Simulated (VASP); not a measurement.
# PbS in VASP: a series of runs, part 2 of 3

VASP 6.6.1. Earlier steps stand in the parts before.

### Step 3. Electric field gradients, LDA (zz strain of +3 %)

INCAR

```
  ALGO = Normal
  EDIFF = 1E-8
  ENCUT = 520
  ISIF = 2
  ISMEAR = -1
  LASPH = T
  LCHARG = F
  LEFG = T
  LREAL = F
  LWAVE = F
  NBANDS = 17
  NELM = 80
  PREC = Accurate
  SIGMA = 0.01
```

KPOINTS

```
k-points
0
Gamma
  8 8 8
```

POSCAR

```
PbS
1.0
    0.0000000000      2.9650000000      3.0539500000
    2.9650000000      0.0000000000      3.0539500000
    2.9650000000      2.9650000000      0.0000000000
Pb S
1 1
Direct
    0.0000000000      0.0000000000      0.0000000000
    0.5000000000      0.5000000000      0.5000000000
```

Potentials or basis: VASP PAW LDA potentials, release 64 (Pb_d, S).

Command:

```console
cat potpaw_LDA.64/Pb_d/POTCAR potpaw_LDA.64/S/POTCAR > POTCAR
mpirun -np 1 vasp_std > vasp.out
```

OUTCAR:

```text
EDIFF = 1E-8
   ENCUT = 520
   ISIF = 2
   ISMEAR = -1
   LASPH = T
   LREAL = F
   NELM = 80
   PREC = Accurate

 ion  position               nearest neighbor table
   1  0.000  0.000  0.000-   2 2.96   2 2.96   2 2.96   2 2.96   2 3.05   2 3.05
   2  0.500  0.500  0.500-   1 2.96   1 2.96   1 2.96   1 2.96   1 3.05   1 3.05

  LATTYP: Found a body centered tetragonal cell.
 ALAT       =     4.1931432124
 C/A-ratio  =     1.4566399692

  Lattice vectors:

 A1 = (  -2.9650000000,   0.0000000000,   3.0539500000)
 A2 = (   2.9650000000,   0.0000000000,   3.0539500000)
 A3 = (   0.0000000000,   2.9650000000,  -3.0539500000)

Analysis of symmetry for initial positions (statically):
=====================================================================
 Subroutine PRICEL returns:
 Original cell was already a primitive cell.

 Routine SETGRP: Setting up the symmetry group for a
 body centered tetragonal supercell.

 Subroutine GETGRP returns: Found 16 space group operations
 (whereof 16 operations were pure point group operations)
 out of a pool of 16 trial point group operations.

The static configuration has the point symmetry D_4h.

Analysis of symmetry for dynamics (positions and initial velocities):
=====================================================================
 Subroutine PRICEL returns:
 Original cell was already a primitive cell.

 Routine SETGRP: Setting up the symmetry group for a
 body centered tetragonal supercell.

 Subroutine GETGRP returns: Found 16 space group operations
 (whereof 16 operations were pure point group operations)
 out of a pool of 16 trial point group operations.

The dynamic configuration has the point symmetry D_4h.

 Subroutine INISYM returns: Found 16 space group operations
 (whereof 16 operations are pure point group operations),
 and found     1 'primitive' translations

----------------------------------------------------------------------------------------

                                     Primitive cell

  volume of cell :      53.6959

  direct lattice vectors                    reciprocal lattice vectors
     0.000000000  2.965000000  3.053950000    -0.168634064  0.168634064  0.163722392
     2.965000000  0.000000000  3.053950000     0.168634064 -0.168634064  0.163722392
     2.965000000  2.965000000  0.000000000     0.168634064  0.168634064 -0.163722392

  length of vectors
     4.256505093  4.256505093  4.193143212     0.289274812  0.289274812  0.289274812

  position of ions in fractional coordinates (direct lattice)
     0.000000000  0.000000000  0.000000000
     0.500000000  0.500000000  0.500000000

  ion indices of the primitive-cell ions
   primitive index   ion index
                 1           1
                 2           2

----------------------------------------------------------------------------------------

 KPOINTS: k-points

Automatic generation of k-mesh.
 Grid dimensions read from file:
 generate k-points for:    8    8    8

 Generating k-lattice:
[... 68 lines left out ...]
   ISIF   =      2    stress and relaxation
   ISYM   =      2    0-nonsym 1-usesym 2-fastsym
   POTIM  = 0.5000    time-step for ionic-motion
   TEBEG  =    0.0;   TEEND  =   0.0 temperature during run
   PSTRESS=    0.0 pullay stress
   NELECT =      20.0000    total number of electrons
   NUPDOWN=      -1.0000    fix difference up-down
   EMIN   =  10.00;   EMAX   =-10.00  energy-range for DOS
   EFERMI =   0.00;   METHOD = LEGACY
   ISMEAR =    -1;   SIGMA  =   0.01  broadening in eV -4-tet -1-fermi 0-gaus
   EFERMI_NEDOS =   21; number of points for ismear=-14 and -15
   IALGO  =     38    algorithm
   IMIX   =      4    mixing-type and parameters
     AMIX     =   0.40;   BMIX     =  1.00
     AMIX_MAG =   1.60;   BMIX_MAG =  1.00
  volume/ion in A,a.u.               =      26.85       181.18
  Fermi-wavevector in a.u.,A,eV,Ry     =   1.177889  2.225888 18.877031  1.387423
  Thomas-Fermi vector in A             =   2.314228
   LORBIT       =      0    0 simple, 1 ext, 2 COOP (PROOUT), +10 PAW based schemes
   GGA     = CA    functional components
   LHFCALC =     F    Hartree Fock is set to
   AEXX    =    0.0000 exact exchange contribution
   IVDW    =     0    specifies the selected vdW correction
   LEPSILON=     F    determine dielectric tensor
   LRPA    =     F    only Hartree local field effects (RPA)
 non-spin polarized calculation
  energy-cutoff  :      520.00
  volume of cell :       53.70
 maximum number of plane-waves:      1460
   NGX = 15   NGY = 15   NGZ = 15

 number of electron      20.0000004 magnetization

 Free energy of the ion-electron system (eV)
  ---------------------------------------------------
  ext. energy  EPLUGINS =         0.00000000
  ---------------------------------------------------
  free energy    TOTEN  =        -9.94184117 eV

  energy without entropy =       -9.94184117  energy(sigma->0) =       -9.94184117

 E-fermi :   5.3507     XC(G=0):  -9.8970

 val. band max:        5.2082784721   @ k =   0.5000   0.0000   0.0000
 cond. band min:       5.4931722041   @ k =   0.5000   0.0000   0.0000
 fundamental gap:      0.2848937320
 Fermi energy:         5.3507346432

 k-point     1 :       0.0000    0.0000    0.0000
  band No.  band energies     occupation
      1     -11.5099      2.00000
      2     -11.5099      2.00000
      3     -11.5093      2.00000
      4     -11.5032      2.00000
      5     -11.4883      2.00000
      6      -8.0983      2.00000
[... 457 lines left out ...]
      4     -11.4812      2.00000
      5     -11.4640      2.00000
      6      -7.1767      2.00000
[... 9 lines left out ...]
     16      14.9663      0.00000
     17      16.5659      0.00000

 [... further k-points ...]

------------------------ aborting loop because EDIFF is reached ----------------------------------------

  FORCE on cell =-STRESS in cart. coord.  units (eV):
  Direction    XX          YY          ZZ          XY          YZ          ZX
  --------------------------------------------------------------------------------------
  -------------------------------------------------------------------------------------
  Total       -0.9736861     -0.9736861     -1.9393964      0.0000000     -0.0000000     -0.0000000
  in kB      -29.0528173    -29.0528173    -57.8676519      0.0000000     -0.0000000     -0.0000000
  external PRESSURE =     -38.6577622 kB  Pullay stress =       0.0000000 kB

 VOLUME and BASIS-vectors are now :
 -----------------------------------------------------------------------------
  energy-cutoff  :      520.00
  volume of cell :       53.70
      direct lattice vectors                 reciprocal lattice vectors
     0.000000000  2.965000000  3.053950000    -0.168634064  0.168634064  0.163722392
     2.965000000  0.000000000  3.053950000     0.168634064 -0.168634064  0.163722392
     2.965000000  2.965000000  0.000000000     0.168634064  0.168634064 -0.163722392

 POSITION                                       TOTAL-FORCE (eV/Angst)
 -----------------------------------------------------------------------------------
      0.00000      0.00000      0.00000         0.000000     -0.000000     -0.000000
      2.96500      2.96500      3.05395        -0.000000      0.000000      0.000000
 -----------------------------------------------------------------------------------
    total drift:                                0.000000     -0.000000     -0.000000

  FREE ENERGIE OF THE ION-ELECTRON SYSTEM (eV)
  ---------------------------------------------------
  free  energy   TOTEN  =        -9.9418411702 eV

  energy  without entropy=       -9.9418411671  energy(sigma->0) =       -9.94184117

 Electric field gradients (V/A^2)
---------------------------------------------------------------------
 ion       V_xx      V_yy      V_zz      V_xy      V_xz      V_yz
---------------------------------------------------------------------
   1     -41.929   -41.929    83.858    -0.002    -0.001    -0.001
   2      -1.690    -1.690     3.380    -0.001    -0.000    -0.000
---------------------------------------------------------------------

 Electric field gradients after diagonalization (V/A^2)
 (convention: |V_zz| > |V_xx| > |V_yy|)
----------------------------------------------------------------------
 ion       V_xx      V_yy      V_zz     asymmetry (V_yy - V_xx)/ V_zz
----------------------------------------------------------------------
   1     -41.931   -41.927    83.858       0.000
   2      -1.691    -1.689     3.380       0.000
----------------------------------------------------------------------

           NMR quadrupolar parameters

 Cq : quadrupolar parameter    Cq=e*Q*V_zz/h
 eta: asymmetry parameters     (V_yy - V_xx)/ V_zz
 Q  : nuclear electric quadrupole moment in mb (millibarn)
----------------------------------------------------------------------
 ion       Cq(MHz)       eta       Q (mb)
----------------------------------------------------------------------
   1       0.203       0.000       1.000
   2       0.008       0.000       1.000
----------------------------------------------------------------------
```

OSZICAR:

```text
N       E                     dE             d eps       ncg     rms          rms(c)
DAV:   1     0.159120854016E+03    0.15912E+03   -0.96934E+03  2014   0.123E+03
DAV:   2     0.234016173845E+01   -0.15678E+03   -0.15085E+03  2126   0.311E+02
DAV:   3    -0.101022791751E+02   -0.12442E+02   -0.12332E+02  2614   0.925E+01
DAV:   4    -0.104093098589E+02   -0.30703E+00   -0.30675E+00  2575   0.161E+01
DAV:   5    -0.104208621743E+02   -0.11552E-01   -0.11551E-01  2973   0.305E+00    0.429E+00
DAV:   6    -0.995339377028E+01    0.46747E+00   -0.14156E+00  3205   0.781E+00    0.299E+00
DAV:   7    -0.994624873284E+01    0.71450E-02   -0.10562E-01  2453   0.162E+00    0.169E+00
DAV:   8    -0.994222312137E+01    0.40256E-02   -0.12614E-02  2569   0.107E+00    0.265E-01
DAV:   9    -0.994181940734E+01    0.40371E-03   -0.26352E-03  3035   0.379E-01    0.821E-02
DAV:  10    -0.994184650561E+01   -0.27098E-04   -0.15785E-04  2350   0.725E-02    0.632E-02
DAV:  11    -0.994184125321E+01    0.52524E-05   -0.19744E-05  2788   0.450E-02    0.752E-03
DAV:  12    -0.994184117715E+01    0.76060E-07   -0.79548E-07  2938   0.118E-02    0.204E-03
DAV:  13    -0.994184116813E+01    0.90197E-08   -0.11150E-07  2508   0.220E-03    0.822E-04
DAV:  14    -0.994184117017E+01   -0.20434E-08   -0.58726E-09  1988   0.593E-04
   1 F= -.99418412E+01 E0= -.99418412E+01  d E =-.310156E-08
```

Wall time 31 s (1 thread of Intel Xeon Platinum 8488C (Sapphire Rapids), shared host); peak memory 0.18 GiB.

What came out:

| Item | Value |
| --- | --- |
| Free energy | -9.9418 eV |
| Pressure | -3.9 GPa |
| Band gap on the k mesh | 0.28 eV, direct |

Electric field gradients, principal values (V/Å²):
| atom | least | middle | greatest (by size) |
| --- | --- | --- | --- |
| 1 Pb | -41.927 | -41.931 | 83.858 |
| 2 S | -1.689 | -1.691 | 3.380 |

Caveat: the cell differs from its parent crystal (zz strain of +3 %); without QUAD_EFG the Cq values of the log hold for a quadrupole moment of 1 mb, not for the nuclei; spin-orbit coupling is left out, which moves the levels of the heavy elements. A k mesh can miss the band edges.

### Step 4. Electric field gradients, LDA (equal xy, yz and zx shear strains of -3 %)

INCAR

```
  PREC = Accurate
  ENCUT = 520
  EDIFF = 1E-8
  ISMEAR = -1
  SIGMA = 0.01
  LREAL = False
  LASPH = True
  NELM = 80
  ALGO = Normal
  ISIF = 2
  LWAVE = False
  LCHARG = False
  LEFG = True
  NBANDS = 17
```

KPOINTS

```
regular mesh
0
Gamma
  8 8 8
```

POSCAR

```
PbS
1.0
   -0.0889500000      2.9205250000      2.9205250000
    2.9205250000     -0.0889500000      2.9205250000
    2.9205250000      2.9205250000     -0.0889500000
Pb S
1 1
Direct
    0.0000000000      0.0000000000      0.0000000000
    0.5000000000      0.5000000000      0.5000000000
```

Potentials or basis: VASP PAW LDA potentials, release 64 (Pb_d, S).

Command:

```console
cat potpaw_LDA.64/Pb_d/POTCAR potpaw_LDA.64/S/POTCAR > POTCAR
mpirun -np 1 vasp_std > vasp.out
```

OUTCAR:

```text
PREC = Accurate
   ENCUT = 520
   EDIFF = 1E-8
   ISMEAR = -1
   LREAL = False
   LASPH = True
   NELM = 80
   ISIF = 2

 ion  position               nearest neighbor table
   1  0.000  0.000  0.000-   2 2.97   2 2.97   2 2.97   2 2.97   2 2.97   2 2.97
   2  0.500  0.500  0.500-   1 2.97   1 2.97   1 2.97   1 2.97   1 2.97   1 2.97

  LATTYP: Found a trigonal (rhomboedric) cell.
 ALAT       =     4.1312037778
 COS(alpha) =     0.4693254694

  Lattice vectors:

 A1 = (  -0.0889500000,   2.9205250000,   2.9205250000)
 A2 = (   2.9205250000,  -0.0889500000,   2.9205250000)
 A3 = (   2.9205250000,   2.9205250000,  -0.0889500000)

Analysis of symmetry for initial positions (statically):
[... 690 lines left out ...]

  energy  without entropy=       -9.9745812470  energy(sigma->0) =       -9.97461858

 Electric field gradients (V/A^2)
---------------------------------------------------------------------
 ion       V_xx      V_yy      V_zz      V_xy      V_xz      V_yz
---------------------------------------------------------------------
   1      -0.000    -0.000    -0.000     1.371     1.371     1.371
   2      -0.000     0.000    -0.000    -4.676    -4.676    -4.676
---------------------------------------------------------------------

 Electric field gradients after diagonalization (V/A^2)
 (convention: |V_zz| > |V_xx| > |V_yy|)
----------------------------------------------------------------------
 ion       V_xx      V_yy      V_zz     asymmetry (V_yy - V_xx)/ V_zz
----------------------------------------------------------------------
   1      -1.371    -1.371     2.742       0.000
   2       4.676     4.676    -9.353       0.000
----------------------------------------------------------------------

           NMR quadrupolar parameters

 Cq : quadrupolar parameter    Cq=e*Q*V_zz/h
 eta: asymmetry parameters     (V_yy - V_xx)/ V_zz
 Q  : nuclear electric quadrupole moment in mb (millibarn)
----------------------------------------------------------------------
 ion       Cq(MHz)       eta       Q (mb)
----------------------------------------------------------------------
   1       0.007       0.000       1.000
   2      -0.023       0.000       1.000
----------------------------------------------------------------------
```

stdout:

```text
POSCAR found type information on POSCAR PbS
 POSCAR found :  2 types and       2 ions
 scaLAPACK will be used
 LDA part: xc-table for (Slater(with rela. corr.)+CA(PZ))
 , standard interpolation
 POSCAR, INCAR and KPOINTS ok, starting setup
 FFT: planning ... GRIDC
 FFT: planning ... GRID_SOFT
 FFT: planning ... GRID
 WAVECAR not read
 entering main loop
ion   1

ion   2
```

It took 39 s on 1 thread of Intel Xeon Platinum 8488C (Sapphire Rapids), shared host; peak memory 0.18 GiB.

What came out:

* Free energy: -9.9747 eV
* Pressure: -2.6 GPa
* Band gap on the k mesh: zero (band 10 reaches 5.67 eV, above the bottom of band 11 at 5.59 eV)

Electric field gradients, principal values (V/Å²):
| atom | least | middle | greatest (by size) |
| --- | --- | --- | --- |
| 1 Pb | -1.371 | -1.371 | 2.742 |
| 2 S | 4.676 | 4.676 | -9.353 |

Caveat: the cell differs from its parent crystal (equal xy, yz and zx shear strains of -3 %); without QUAD_EFG the Cq values of the log hold for a quadrupole moment of 1 mb, not for the nuclei; spin-orbit coupling is left out, which moves the levels of the heavy elements.

(Continued in part 3 of 3.)
